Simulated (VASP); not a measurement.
K3Li, 4 atoms in the cell. The structure is cubic, space group Fm-3m (No. 225). Conventional cell: a = 9.693 Å, b = 9.693 Å, c = 9.693 Å, α = 90.00°, β = 90.00°, γ = 90.00°. Within 5.5 Å of K (site symmetry -43m) lie 10 K at 4.20 to 4.85 Å and 4 Li at 4.20 Å. K (site symmetry m-3m) has 8 K at 4.20 Å and 6 Li at 4.85 Å within 5.5 Å. Within 5.5 Å of Li (site symmetry m-3m) lie 14 K at 4.20 to 4.85 Å. 

| Quantity | Value |
| --- | --- |
| Program | VASP 6.6.1 |
| Task | relaxation of cell and atoms |
| Functional | BLYP |
| Dispersion | D3(BJ) |
| Potentials or basis | VASP PAW PBE potentials, release 64 (K_sv, Li_sv) |
| Cutoff | 600 eV |
| k mesh | 3 × 3 × 3 |
| Occupations | fermi-dirac, width 0.3 eV |
| Spin | no spin polarisation |
| Dipole correction | no |
| Further INCAR settings | ALGO = Normal; EDIFF = 1e-07; IBRION = 2; EDIFFG = -0.01; NSW = 80; ISIF = 3 |

Potentials or basis: VASP PAW PBE potentials, release 64 (K_sv, Li_sv).

Launch:

```sh
$ cat potpaw_PBE.64/K_sv/POTCAR potpaw_PBE.64/Li_sv/POTCAR > POTCAR
$ mpirun -np 1 vasp_std > vasp.out
```

Hardware: 1 thread of Intel Xeon 8259CL, on a shared host.

Problem. How long does it take, and how much memory?

Solution. Run time: 8.9 min on 1 thread of Intel Xeon 8259CL, with other jobs on the host, peak memory 0.46 GiB. Counts: scf iterations 60, k points 4, ion steps 4.
